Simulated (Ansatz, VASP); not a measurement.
CaO: VASP beside Ansatz

The input POSCAR:

```
CaO
1.0
    2.7519517797      0.0000000000      0.0000000000
    0.0000000000      2.9032089668      0.0000000000
    0.0000000000      0.0000000000      2.9032089668
Ca O
1 1
Direct
    0.0000000000      0.0000000000      0.0000000000
    0.5000000000      0.5000000000      0.5000000000
```

Contents of INCAR.step1:

```
ALGO = Normal ; EDIFF = 1E-5
ENCUT = 520 ; GGA = PE
ISIF = 2 ; ISMEAR = 0
LASPH = T ; LREAL = F
LWAVE = T ; NBANDS = 15
NELM = 100 ; PREC = Accurate
SIGMA = 0.01
```

File INCAR.step2:

```
ALGO = Normal ; EDIFF = 1E-6
ENCUT = 520 ; GGA = PE
HFSCREEN = 0.2079 ; ISIF = 2
ISMEAR = 0 ; ISTART = 1
LASPH = T ; LCHARG = T
LELF = T ; LHFCALC = T
LREAL = F ; LVHAR = T
LWAVE = F ; NBANDS = 15
NELM = 100 ; PREC = Accurate
PRECFOCK = Normal ; SIGMA = 0.01
```

Contents of KPOINTS:

```
k-points
0
Gamma
  6 6 6
```

Input for Ansatz:

```yaml
crystal:
  lattice:
    - [2.7519517797, 0.0, 0.0]
    - [0.0, 2.9032089668, 0.0]
    - [0.0, 0.0, 2.9032089668]
  atoms:
    - { symbol: Ca, position: [0.0, 0.0, 0.0] }
    - { symbol: O, position: [0.5, 0.5, 0.5] }
kpoints:
  mp_grid: { grid: [6, 6, 6] }
  band_path:
    path: [[0.0, 0.0, 0.0], [0.0, 0.5, 0.0], [0.5, 0.5, 0.0], [0.5, 0.5, 0.5]]
    npoints: 1
hamiltonian:
  xc: hse06
scf:
  occupations: { method: fixed }
  n_extra_bands: 4
output:
  forces: true
  stress: true
  eigenvalues: true
```

Change from the starting cell: uniaxial_x strain -5.2%.

Alike in both runs: task single point; functional HSE06; k mesh 6 × 6 × 6; no spin polarisation.

|  | VASP | Ansatz |
| --- | --- | --- |
| version | VASP 6.6.1 | Ansatz 0.2.0 |
| potentials or method | VASP PAW PBE potentials, release 64 (Ca_sv, O) | plane waves, PAW |
| plane-wave cutoff (eV) | 520 | 420 |
| occupations | gaussian, width 0.01 eV | fixed |
| valence electrons in the cell | 16 | 16 |

Ansatz gave:

```
gap on the k mesh at the Fermi level (eV)                     : 4.10
pressure (GPa)                                                : 7.7
traceless stress, the component that is largest in VASP (GPa) : 15.66
```

**Question.** Estimate VASP's values.

**Answer.** gap on the k mesh at the Fermi level (eV): 4.09; pressure (GPa): 8.8; traceless stress, the component that is largest in VASP (GPa): 15.70.

Ansatz's warnings: stress exchange threshold loose, stress scf threshold loose.
